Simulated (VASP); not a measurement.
**As: single point with PBEsol**

The system is As.

```
As
1.0
     1.87741    1.08392    3.70434
    -1.87741    1.08392    3.70434
     0.00000   -2.16785    3.70434
As
2
Cartesian
  0.0000 0.0000 2.4941
  0.0000 0.0000 8.6189
```

| Quantity | Value |
| --- | --- |
| Program | VASP 6.6.1 |
| Task | single point |
| Functional | PBEsol |
| Potentials or basis | VASP PAW PBE potentials, release 64 (As) |
| Cutoff | 520 eV |
| k mesh | 12 × 12 × 12 |
| Occupations | fermi-dirac, width 0.05 eV |
| Spin | no spin polarisation |
| Dipole correction | no |
| Further INCAR settings | ALGO = Normal; EDIFF = 1e-07; NBANDS = 12 |

- Pressure: -1.0 GPa
- Largest force: 0.239 eV/Å
- Band gap on the k mesh: zero (band 5 reaches 5.05 eV, above the bottom of band 6 at 4.54 eV)

Forces on the atoms (eV/Å):
```
As   0.000  0.000  0.239
As   0.000  0.000 -0.239
```

Stress tensor (GPa, compression positive):
```
-0.68  0.00  0.00
 0.00 -0.68  0.00
 0.00  0.00 -1.72
```

Levels at points of the mesh, in eV from the Fermi level:
| k point | band 1 | band 2 | band 3 | band 4 | band 5 | band 6 | band 7 | band 8 | band 9 | band 10 |
| --- | --- | --- | --- | --- | --- | --- | --- | --- | --- | --- |
| (0.00, 0.00, 0.00) | -14.92 | -6.29 | -2.76 | -1.94 | -1.94 | 1.29 | 2.63 | 2.63 | 7.03 | 7.03 |
| (0.50, 0.00, 0.00) | -12.31 | -10.96 | -3.20 | -2.98 | -0.70 | -0.43 | 0.24 | 1.58 | 8.09 | 8.30 |
| (0.50, 0.50, 0.00) | -12.30 | -9.90 | -5.77 | -4.15 | -3.95 | 1.29 | 4.95 | 6.46 | 6.61 | 10.28 |
| (0.50, 0.50, 0.50) | -13.96 | -9.80 | -1.74 | -1.74 | -0.63 | 0.99 | 0.99 | 1.76 | 7.46 | 9.95 |

It took 96 s on 1 thread of Intel Xeon 8259CL (shared host), peak memory 0.23 GiB.

Caveat: the PAW data sets were made with another functional, which shifts forces and pressure a little.
